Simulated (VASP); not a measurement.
Write the native input for VASP 6.6.1 that does the following.

| Property | Result |
| --- | --- |
| Task | single point |
| Functional | r2SCAN |
| Potentials or basis | VASP PAW PBE potentials, release 64 (Tl_d, Br) |
| Cutoff | 550 eV |
| k mesh | 6 × 6 × 6 |
| Occupations | gaussian, width 0.01 eV |
| Spin | no spin polarisation |
| Dipole correction | no |
| Further INCAR settings | ALGO = Normal; EDIFF = 1e-06; NBANDS = 17 |

Crystal: TlBr.

```
Tl Br
1.0
     4.07326    0.00000    0.00000
     0.00000    4.07326    0.00000
     0.00000    0.00000    4.07326
Tl Br
1 1
Direct
  0.00000 0.00000 0.00000
  0.50000 0.50000 0.50000
```

The input as run:

POSCAR

```
TlBr
1.0
    4.0732578034      0.0000000000      0.0000000000
    0.0000000000      4.0732578034      0.0000000000
    0.0000000000      0.0000000000      4.0732578034
Tl Br
1 1
Direct
    0.0000000000      0.0000000000      0.0000000000
    0.5000000000      0.5000000000      0.5000000000
```

INCAR.step1

```
  PREC = Accurate
  ENCUT = 550
  ISMEAR = 0
  SIGMA = 0.01
  LREAL = False
  LASPH = True
  NELM = 120
  NBANDS = 17
  GGA = PE
  ALGO = Normal
  EDIFF = 1E-5
  LWAVE = True
  LCHARG = False
  GGA_COMPAT = False
```

INCAR.step2

```
  PREC = Accurate
  ENCUT = 550
  EDIFF = 1E-6
  ISMEAR = 0
  SIGMA = 0.01
  LREAL = False
  LASPH = True
  NELM = 120
  ALGO = Normal
  ISIF = 2
  LWAVE = False
  LCHARG = False
  METAGGA = R2SCAN
  LMIXTAU = True
  NBANDS = 17
  ISTART = 1
  GGA_COMPAT = False
```

KPOINTS

```
Automatic mesh
0
Gamma
  6 6 6
```

Potentials or basis: VASP PAW PBE potentials, release 64 (Tl_d, Br).

Launch:

```sh
$ cat potpaw_PBE.64/Tl_d/POTCAR potpaw_PBE.64/Br/POTCAR > POTCAR
$ cp INCAR.step1 INCAR
$ mpirun -np 1 vasp_std > vasp.out
$ cp INCAR.step2 INCAR
$ mpirun -np 1 vasp_std > vasp.out
```

Results of the run:

* Pressure: -1.2 GPa
* Band gap on the k mesh: 2.47 eV

Caveat: the PAW data sets were made with another functional, which shifts forces and pressure a little; spin-orbit coupling is left out, which moves the levels of the heavy elements.

Run time: 2.2 min on 1 thread of AMD EPYC 7R43 64-Core Processor (Zen 3), with other jobs on the host, peak memory 0.15 GiB.
